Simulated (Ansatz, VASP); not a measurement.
PbS: VASP beside Ansatz

INCAR

```
PREC = Accurate
ENCUT = 520
EDIFF = 1E-6
ISMEAR = 0
SIGMA = 0.03
LREAL = False
LASPH = True
NELM = 100
ALGO = Normal
ISIF = 2
LWAVE = False
LCHARG = True
GGA = PE
LELF = True
LVHAR = True
NBANDS = 17
```

Contents of KPOINTS:

```
regular mesh
0
Gamma
  10 10 10
```

Contents of POSCAR:

```
PbS
1.0
    0.0000000000      2.8167500000      3.0391250000
    2.8167500000      0.0000000000      3.0391250000
    2.8167500000      2.8167500000      0.0000000000
Pb S
1 1
Direct
    0.0000000000      0.0000000000      0.0000000000
    0.5000000000      0.5000000000      0.5000000000
```

Input for Ansatz:

```yaml
crystal:
  lattice:
    - [0.0, 2.81675, 3.039125]
    - [2.81675, 0.0, 3.039125]
    - [2.81675, 2.81675, 0.0]
  atoms:
    - { symbol: Pb, position: [0.0, 0.0, 0.0] }
    - { symbol: S, position: [0.5, 0.5, 0.5] }
basis:
  ecutwfc: 420
kpoints:
  mp_grid: { grid: [10, 10, 10] }
hamiltonian:
  xc: pbe
scf:
  occupations: { method: gaussian, width: 0.03 }
output:
  forces: true
  stress: true
  eigenvalues: true
  write_density: true
  write_potential: true
  elf: true
  volumetric_format: npy
```

Change from the starting cell: strain -0.050 along x and y, +0.025 along z, atoms carried along.

Alike in both runs: task single point; functional PBE; k mesh 10 × 10 × 10; occupations gaussian, width 0.03 eV; no spin polarisation.

```csv
,VASP,Ansatz
version,VASP 6.6.1,Ansatz 0.2.0
potentials or method,"VASP PAW PBE potentials, release 64 (Pb_d, S), cutoff 520 eV","scalar-relativistic, plane waves, PAW"
valence electrons in the cell,20,20
```

|  | VASP | Ansatz | Ansatz less VASP |
| --- | --- | --- | --- |
| gap on the k mesh at the Fermi level (eV) | 0.13 | 0.14 | +0.008 |
| least direct gap on the mesh (eV) | 0.13 | 0.14 | +0.008 |
| pressure (GPa) | 8.9 | 9.0 | +0.09 |
| traceless stress, the component that is largest in VASP (GPa) | -8.22 | -8.22 | +0.002 |

The functional is the same, so the differences come from potentials, cutoffs and numerics.

Spin-orbit coupling is off throughout.
